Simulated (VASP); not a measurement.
# W2Se (P6_3mc) in VASP: notebook, part 2 of 2

VASP 6.6.1.

### 3 Single point, PBE

This run uses another cell than the first one, of 18.49 Å³/atom.

Contents of INCAR:

```
SYSTEM = W2Se
PREC = Accurate
ENCUT = 520
EDIFF = 1E-7
ISMEAR = 0
SIGMA = 0.1
LREAL = .FALSE.
LASPH = .TRUE.
NELM = 60
ALGO = Normal
ISIF = 2
LWAVE = .FALSE.
LCHARG = .TRUE.
GGA = PE
LELF = .TRUE.
LVHAR = .TRUE.
NBANDS = 43
```

Contents of KPOINTS:

```
regular mesh
0
G
  12 12 4
  0 0 0
```

Contents of POSCAR:

```
W2Se
1.0
    3.1807009041      0.0000000000      0.0000000000
   -1.5903504521      2.7545677848      0.0000000000
    0.0000000000      0.0000000000     12.6622845907
W Se
4 2
Direct
    0.0000000000      0.0000000000      0.5864192698
    0.0000000000      0.0000000000      0.0864192698
    0.3333333333      0.6666666667      0.7298347710
    0.6666666667      0.3333333333      0.2298347710
    0.0000000000      0.0000000000      0.3775905292
    0.0000000000      0.0000000000      0.8775905292
```

Potentials or basis: VASP PAW PBE potentials, release 64 (W_sv, Se).

Command:

```bash
cat potpaw_PBE.64/W_sv/POTCAR potpaw_PBE.64/Se/POTCAR > POTCAR
mpirun -np 1 vasp_std > vasp.out
```

OUTCAR:

```text
SYSTEM = W2Se
   PREC = Accurate
   ENCUT = 520
   EDIFF = 1E-7
   ISMEAR = 0
   LREAL = .FALSE.
   LASPH = .TRUE.
   NELM = 60
   ISIF = 2
   GGA = PE

 ion  position               nearest neighbor table
   1  0.000  0.000  0.586-   3 2.58   3 2.58   3 2.58   5 2.64
   2  0.000  0.000  0.086-   4 2.58   4 2.58   4 2.58   6 2.64
   3  0.333  0.667  0.730-   1 2.58   1 2.58   1 2.58   6 2.62   6 2.62   6 2.62
   4  0.667  0.333  0.230-   2 2.58   2 2.58   2 2.58   5 2.62   5 2.62   5 2.62
   5  0.000  0.000  0.378-   4 2.62   4 2.62   4 2.62   1 2.64
   6  0.000  0.000  0.878-   3 2.62   3 2.62   3 2.62   2 2.64

  LATTYP: Found a hexagonal cell.
 ALAT       =     3.1807009041
 C/A-ratio  =     3.9809730536

  Lattice vectors:

 A1 = (   3.1807009041,   0.0000000000,   0.0000000000)
 A2 = (  -1.5903504521,   2.7545677848,   0.0000000000)
 A3 = (   0.0000000000,   0.0000000000,  12.6622845907)

Analysis of symmetry for initial positions (statically):
=====================================================================
 Subroutine PRICEL returns:
 Original cell was already a primitive cell.

 Routine SETGRP: Setting up the symmetry group for a
 hexagonal supercell.

 Subroutine GETGRP returns: Found 12 space group operations
 (whereof  6 operations were pure point group operations)
 out of a pool of 24 trial point group operations.

The static configuration has the point symmetry C_3v.
 The point group associated with its full space group is C_6v.

Analysis of symmetry for dynamics (positions and initial velocities):
=====================================================================
 Subroutine PRICEL returns:
 Original cell was already a primitive cell.

 Routine SETGRP: Setting up the symmetry group for a
 hexagonal supercell.

 Subroutine GETGRP returns: Found 12 space group operations
 (whereof  6 operations were pure point group operations)
 out of a pool of 24 trial point group operations.

The dynamic configuration has the point symmetry C_3v.
 The point group associated with its full space group is C_6v.

 Subroutine INISYM returns: Found 12 space group operations
 (whereof  6 operations are pure point group operations),
 and found     1 'primitive' translations

----------------------------------------------------------------------------------------

                                     Primitive cell

  volume of cell :     110.9401

  direct lattice vectors                    reciprocal lattice vectors
     3.180700904  0.000000000  0.000000000     0.314396113  0.181516680  0.000000000
    -1.590350452  2.754567785  0.000000000     0.000000000  0.363033361  0.000000000
     0.000000000  0.000000000 12.662284591     0.000000000  0.000000000  0.078974690

  length of vectors
     3.180700904  3.180700904 12.662284591     0.363033361  0.363033361  0.078974690

  position of ions in fractional coordinates (direct lattice)
     0.000000000  0.000000000  0.586419270
     0.000000000  0.000000000  0.086419270
     0.333333333  0.666666667  0.729834771
     0.666666667  0.333333333  0.229834771
     0.000000000  0.000000000  0.377590529
     0.000000000  0.000000000  0.877590529

  ion indices of the primitive-cell ions
   primitive index   ion index
                 1           1
[... 34 lines left out ...]
  0.000000  0.000000  0.000000      1.000000
  0.083333  0.000000  0.000000      6.000000
  0.166667  0.000000  0.000000      6.000000
  0.250000  0.000000  0.000000      6.000000
  0.333333  0.000000  0.000000      6.000000
  0.416667  0.000000  0.000000      6.000000
[... 16 lines left out ...]
  0.250000  0.000000  0.250000     12.000000
  0.333333  0.000000  0.250000     12.000000
 [... further k-points ...]
   k-points           NKPTS =     57   k-points in BZ     NKDIM =     57   number of bands    NBANDS=     43
   number of dos      NEDOS =    301   number of ions     NIONS =      6
   total plane-waves  NPLWV =  55296
   dimension x,y,z NGX =    24 NGY =   24 NGZ =   96
   dimension x,y,z NGXF=    48 NGYF=   48 NGZF=  192
   ions per type =               4   2
   NGX,Y,Z   is equivalent  to a cutoff of  12.54, 12.54, 12.60 a.u.
   NGXF,Y,Z  is equivalent  to a cutoff of  25.09, 25.09, 25.21 a.u.
 SYSTEM =  W2Se
   PREC   = accura    normal or accurate (medium, high low for compatibility)
   ISTART =      0    job   : 0-new  1-cont  2-samecut
   ICHARG =      2    charge: 1-file 2-atom 10-const
   ISPIN  =      1    spin polarized calculation?
   LNONCOLLINEAR =      F non collinear calculations
   LSORBIT =      F    spin-orbit coupling
   LASPH  =      T    aspherical Exc in radial PAW
   ENCUT  =  520.0 eV  38.22 Ry    6.18 a.u.   5.91  5.91 23.54*2*pi/ulx,y,z
   NELM   =     60;   NELMIN=  2; NELMDL= -5     # of ELM steps
   EDIFF  = 0.1E-06   stopping-criterion for ELM
   LREAL  =      F    real-space projection
   EDIFFG = 0.1E-05   stopping-criterion for IOM
   NSW    =      0    number of steps for IOM
   IBRION =     -1    ionic relax: 0-MD 1-quasi-New 2-CG
   NFREE  =      0    steps in history (QN), initial steepest desc. (CG)
   ISIF   =      2    stress and relaxation
   ISYM   =      2    0-nonsym 1-usesym 2-fastsym
   POTIM  = 0.5000    time-step for ionic-motion
   TEBEG  =    0.0;   TEEND  =   0.0 temperature during run
   PSTRESS=    0.0 pullay stress
   NELECT =      68.0000    total number of electrons
   NUPDOWN=      -1.0000    fix difference up-down
   EMIN   =  10.00;   EMAX   =-10.00  energy-range for DOS
   EFERMI =   0.00;   METHOD = LEGACY
   ISMEAR =     0;   SIGMA  =   0.10  broadening in eV -4-tet -1-fermi 0-gaus
   EFERMI_NEDOS =   21; number of points for ismear=-14 and -15
   IALGO  =     38    algorithm
   IMIX   =      4    mixing-type and parameters
     AMIX     =   0.40;   BMIX     =  1.00
     AMIX_MAG =   1.60;   BMIX_MAG =  1.00
  volume/ion in A,a.u.               =      18.49       124.78
  Fermi-wavevector in a.u.,A,eV,Ry     =   1.390641  2.627930 26.312065  1.933882
  Thomas-Fermi vector in A             =   2.514557
   LORBIT       =      0    0 simple, 1 ext, 2 COOP (PROOUT), +10 PAW based schemes
   GGA     = PE    functional components
   LHFCALC =     F    Hartree Fock is set to
   AEXX    =    0.0000 exact exchange contribution
   IVDW    =     0    specifies the selected vdW correction
   LEPSILON=     F    determine dielectric tensor
   LRPA    =     F    only Hartree local field effects (RPA)
 non-spin polarized calculation
 Gauss-broadening in eV      SIGMA  =   0.10
  energy-cutoff  :      520.00
  volume of cell :      110.94
 maximum number of plane-waves:      3014
 NGX is ok and might be reduce to    24
   NGX = 11   NGY = 11   NGZ = 47

 number of electron      67.9999997 magnetization

 Free energy of the ion-electron system (eV)
  ---------------------------------------------------
  ext. energy  EPLUGINS =         0.00000000
  ---------------------------------------------------
  free energy    TOTEN  =       -56.54554837 eV

  energy without entropy =      -56.52592622  energy(sigma->0) =      -56.53573730

 E-fermi :   8.4234     XC(G=0): -12.0219

 val. band max:        8.4158282076   @ k =   0.4167   0.0000   0.0000
 cond. band min:       8.4470706501   @ k =   0.2500   0.0833   0.2500
 fundamental gap:      0.0312424425
 Fermi energy:         8.4234165766

 k-point     1 :       0.0000    0.0000    0.0000
  band No.  band energies     occupation
      1     -65.7440      2.00000
      2     -65.7439      2.00000
      3     -65.4087      2.00000
      4     -65.4087      2.00000
      5     -30.3203      2.00000
      6     -30.3172      2.00000
[... 1093 lines left out ...]
     42      11.4333      0.00000
     43      12.0866      0.00000

 [... further k-points ...]

------------------------ aborting loop because EDIFF is reached ----------------------------------------

  FORCE on cell =-STRESS in cart. coord.  units (eV):
  Direction    XX          YY          ZZ          XY          YZ          ZX
  --------------------------------------------------------------------------------------
  -------------------------------------------------------------------------------------
  Total        0.2169298      0.2169298      0.3925310     -0.0000000      0.0000000      0.0000000
  in kB        3.1328638      3.1328638      5.6688652     -0.0000000      0.0000000      0.0000000
  external PRESSURE =       3.9781976 kB  Pullay stress =       0.0000000 kB

 VOLUME and BASIS-vectors are now :
 -----------------------------------------------------------------------------
  energy-cutoff  :      520.00
  volume of cell :      110.94
      direct lattice vectors                 reciprocal lattice vectors
     3.180700904  0.000000000  0.000000000     0.314396113  0.181516680  0.000000000
    -1.590350452  2.754567785  0.000000000     0.000000000  0.363033361  0.000000000
     0.000000000  0.000000000 12.662284591     0.000000000  0.000000000  0.078974690

 POSITION                                       TOTAL-FORCE (eV/Angst)
 -----------------------------------------------------------------------------------
      0.00000      0.00000      7.42541         0.000000      0.000000     -0.035064
      0.00000      0.00000      1.09427         0.000000     -0.000000     -0.035064
     -0.00000      1.83638      9.24138         0.000000      0.000000      0.014786
      1.59035      0.91819      2.91023        -0.000000     -0.000000      0.014786
      0.00000      0.00000      4.78116        -0.000000     -0.000000      0.020278
      0.00000      0.00000     11.11230         0.000000      0.000000      0.020278
 -----------------------------------------------------------------------------------
    total drift:                                0.000000      0.000000     -0.000340

  FREE ENERGIE OF THE ION-ELECTRON SYSTEM (eV)
  ---------------------------------------------------
  free  energy   TOTEN  =       -56.5455483726 eV

  energy  without entropy=      -56.5259262213  energy(sigma->0) =      -56.53573730
```

Run time: 2.2 min. Hardware: 1 thread of Intel Xeon 6975P-C (Granite Rapids), shared host; peak memory 0.35 GiB.

What came out:

```
Free energy            : -56.5455 eV
Pressure               : 0.4 GPa
Largest force          : 0.035 eV/Å
Band gap on the k mesh : zero (bands 34 and 35 overlap by 0.37 eV)
```

Forces in eV/Å, atoms in the order of the input:
```
W    0.000  0.000 -0.035
W    0.000  0.000 -0.035
W    0.000  0.000  0.015
W    0.000  0.000  0.015
Se   0.000  0.000  0.020
Se   0.000  0.000  0.020
```

Levels at points of the mesh, in eV from the Fermi level:
```tsv
k point	band 32	band 33	band 34	band 35	band 36	band 37
(0.00, 0.00, 0.00)	-1.76	0.11	0.11	0.55	0.55	1.78
(0.50, 0.00, 0.00)	-0.55	0.16	0.16	0.97	1.08	2.41
(0.00, 0.00, 0.50)	-1.80	0.31	0.31	0.31	0.31	1.80
(0.50, 0.00, 0.50)	-0.41	-0.21	-0.21	0.97	0.97	2.42
```

Caveat: spin-orbit coupling is left out, which moves the levels of the heavy elements.

### 4 Single point, PBE

This run uses another cell than the first one, of 18.49 Å³/atom.

Contents of INCAR:

```
SYSTEM = W2Se
ALGO     = Normal         ! electronic algorithm
EDIFF    = 1E-6           ! SCF threshold, eV
ENCUT    = 520            ! plane-wave cutoff, eV
GGA      = PE             ! functional
ISIF     = 2              ! what is computed and relaxed
ISMEAR   = 0              ! smearing method
LASPH    = .True.         ! aspherical terms in the spheres
LCHARG   = .False.        ! write CHGCAR
LREAL    = .False.        ! projectors in reciprocal space
LWAVE    = .False.        ! write WAVECAR
NBANDS   = 43             ! bands
NELM     = 80             ! most SCF steps
PREC     = Accurate       ! precision mode
SIGMA    = 0.1            ! smearing width, eV
```

Contents of KPOINTS:

```
k-points
0
Gamma
  12 12 4
  0 0 0
```

Contents of POSCAR:

```
W2Se
1.0
    3.1805117164      0.0000000000      0.0000000000
   -1.5902558582      2.7544039434      0.0000000000
    0.0000000000      0.0000000000     12.6623116196
W Se
4 2
Direct
    0.0000000000      0.0000000000      0.5864136880
    0.0000000000      0.0000000000      0.0864136880
    0.3333333333      0.6666666667      0.7298385280
    0.6666666667      0.3333333333      0.2298385280
    0.0000000000      0.0000000000      0.3775923539
    0.0000000000      0.0000000000      0.8775923539
```

Command:

```bash
cat potpaw_PBE.64/W_sv/POTCAR potpaw_PBE.64/Se/POTCAR > POTCAR
mpirun -np 1 vasp_std > vasp.out
```

It took 2.2 min on 1 thread of Intel Xeon 6975P-C (Granite Rapids), shared host; peak memory 0.35 GiB.

The run converged. Its results:

| Item | Value |
| --- | --- |
| Free energy | -56.5455 eV |
| Pressure | 0.4 GPa |
| Largest force | 0.035 eV/Å |
| Band gap on the k mesh | zero (bands 34 and 35 overlap by 0.38 eV) |

Forces in eV/Å, atoms in the order of the input:
```
W    0.000  0.000 -0.035
W    0.000  0.000 -0.035
W    0.000  0.000  0.014
W    0.000  0.000  0.014
Se   0.000  0.000  0.021
Se   0.000  0.000  0.021
```

Stress tensor (GPa, compression positive):
```
0.33 0.00 0.00
0.00 0.33 0.00
0.00 0.00 0.58
```

Levels at points of the mesh, in eV from the Fermi level:
| k point | band 31 | band 32 | band 33 | band 34 | band 35 | band 36 | band 37 | band 38 |
| --- | --- | --- | --- | --- | --- | --- | --- | --- |
| (0.00, 0.00, 0.00) | -1.76 | -1.76 | 0.11 | 0.11 | 0.55 | 0.55 | 1.78 | 1.87 |
| (0.50, 0.00, 0.00) | -0.92 | -0.55 | 0.16 | 0.16 | 0.97 | 1.08 | 2.41 | 2.47 |
| (0.00, 0.00, 0.50) | -1.80 | -1.80 | 0.31 | 0.31 | 0.31 | 0.31 | 1.80 | 1.80 |
| (0.50, 0.00, 0.50) | -0.41 | -0.41 | -0.21 | -0.21 | 0.97 | 0.97 | 2.42 | 2.42 |

Caveat: spin-orbit coupling is left out, which moves the levels of the heavy elements.
